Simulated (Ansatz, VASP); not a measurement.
InP in VASP and in Ansatz

```
In P
1.0
     0.00000    2.97446    2.97446
     2.97446    0.00000    2.97446
     2.97446    2.97446    0.00000
In P
1 1
Cartesian
  0.0000 0.0000 0.0000
  4.4617 4.4617 4.4617
```

Change from the starting cell: strain +0.015 along x and y, +0.015 along z, atoms carried along.

Alike in both runs: task single point; functional r2SCAN; k mesh 8 × 8 × 8; occupations gaussian, width 0.05 eV; no spin polarisation.

|  | VASP | Ansatz |
| --- | --- | --- |
| version | VASP 6.6.1 | Ansatz 0.2.0 |
| potentials or method | VASP PAW PBE potentials, release 64 (In_d, P), cutoff 520 eV | scalar-relativistic, plane waves, PAW |
| valence electrons in the cell | 18 | 18 |

```csv
,VASP,Ansatz,Ansatz less VASP
gap on the k mesh at the Fermi level (eV),0.91,0.90,-0.003
least direct gap on the mesh (eV),0.91,0.90,-0.003
pressure (GPa),-1.5,-1.4,+0.09
```

VASP's potentials were made for PBE, not for r2SCAN.
